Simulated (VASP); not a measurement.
**PbS: single point with r2SCAN**

The system is PbS.

```
Pb S
1.0
     0.00000    3.26763    3.26763
     3.26763    0.00000    3.26763
     3.26763    3.26763    0.00000
Pb S
1 1
Direct
  0.00000 0.00000 0.00000
  0.25000 0.25000 0.25000
```

This cell differs from its parent crystal: volume changed by -3%.

```yaml
Program: VASP 6.6.1
Task: single point
Functional: r2SCAN
Potentials_or_basis: VASP PAW PBE potentials, release 64 (Pb_d, S)
Cutoff: 520 eV
k_mesh: 6 × 6 × 6
Occupations: gaussian, width 0.01 eV
Spin: no spin polarisation
Dipole_correction: no
Further_INCAR_settings: ALGO = Normal; EDIFF = 1e-06; NBANDS = 17
```

```
Pressure               : 1.2 GPa
Band gap on the k mesh : 1.00 eV, indirect (least direct gap 1.39 eV)
```

Levels at points of the mesh, in eV from the valence-band top:
| k point | band 8 | band 9 | band 10 | band 11 | band 12 | band 13 |
| --- | --- | --- | --- | --- | --- | --- |
| (0.00, 0.00, 0.00) | -1.83 | -1.83 | -1.83 | 2.83 | 2.83 | 2.83 |
| (0.50, 0.00, 0.00) | -2.37 | -2.37 | -1.90 | 3.57 | 3.57 | 4.01 |
| (0.50, 0.50, 0.00) | -3.11 | -3.11 | -0.40 | 1.00 | 5.69 | 5.69 |

Wall time 51 s on 1 thread of Intel(R) Xeon(R) Platinum 8488C (Sapphire Rapids), on a shared host, peak memory 0.22 GiB.

Caveat: the PAW data sets were made with another functional, which shifts forces and pressure a little; spin-orbit coupling is left out, which moves the levels of the heavy elements. A k mesh can miss the band edges.
